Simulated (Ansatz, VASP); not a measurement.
**Ir: VASP beside Ansatz**

The input INCAR:

```
SYSTEM = Ir
PREC = Accurate
ENCUT = 600
EDIFF = 1E-7
ISMEAR = 0
SIGMA = 0.05
LREAL = .FALSE.
LASPH = .TRUE.
NELM = 100
ALGO = Normal
ISIF = 3
LWAVE = .FALSE.
LCHARG = .FALSE.
GGA = PE
IBRION = 2
NSW = 80
EDIFFG = -0.03
```

The input KPOINTS:

```
regular mesh
0
G
  8 8 4
  0 0 0
```

The input POSCAR:

```
Ir
1.0
    2.7151030582      0.0000000000      0.0000000000
   -1.3575515291      2.3513482223      0.0000000000
    0.0000000000      0.0000000000      4.4346683284
Ir
2
Direct
    0.3333333333      0.6666666667      0.7500000000
    0.6666666667      0.3333333333      0.2500000000
```

Input for Ansatz:

```yaml
crystal:
  lattice:
    - [2.7151030582, 0.0, 0.0]
    - [-1.3575515291, 2.3513482223, 0.0]
    - [0.0, 0.0, 4.4346683284]
  atoms:
    - { symbol: Ir, position: [0.3333333333, 0.6666666667, 0.75] }
    - { symbol: Ir, position: [0.6666666667, 0.3333333333, 0.25] }
basis:
  ecutwfc: 600
  ecutrho_ratio: 5
kpoints:
  mp_grid: { grid: [8, 8, 4] }
hamiltonian:
  xc: pbe
scf:
  occupations: { method: gaussian, width: 0.05 }
output:
  forces: true
  stress: true
  eigenvalues: true
relax:
  f_tol: 0.03
  max_steps: 60
  cell: { stress_tol: 0.6 }
```

Alike in both runs: task relaxation of cell and atoms; functional PBE; k mesh 8 × 8 × 4; occupations gaussian, width 0.05 eV; no spin polarisation.

```csv
,VASP,Ansatz
version,VASP 6.6.1,Ansatz 0.2.0
potentials or method,"VASP PAW PBE potentials, release 64 (Ir), cutoff 600 eV","scalar-relativistic, plane waves, PAW"
valence electrons in the cell,18,34
```

Ansatz gave:

- relaxed volume (Å³/atom): 14.58
- relaxed cell length with the largest relative difference (Å): 4.408

Task: What did VASP give for the same quantities?

Result: Relaxed volume (Å³/atom): 14.62; relaxed cell length with the largest relative difference (Å): 4.412.

VASP's potentials hold 18 valence electrons a cell and Ansatz's 34, so a difference there can come from the potentials and not from the codes.

Neither program's run includes spin-orbit coupling.
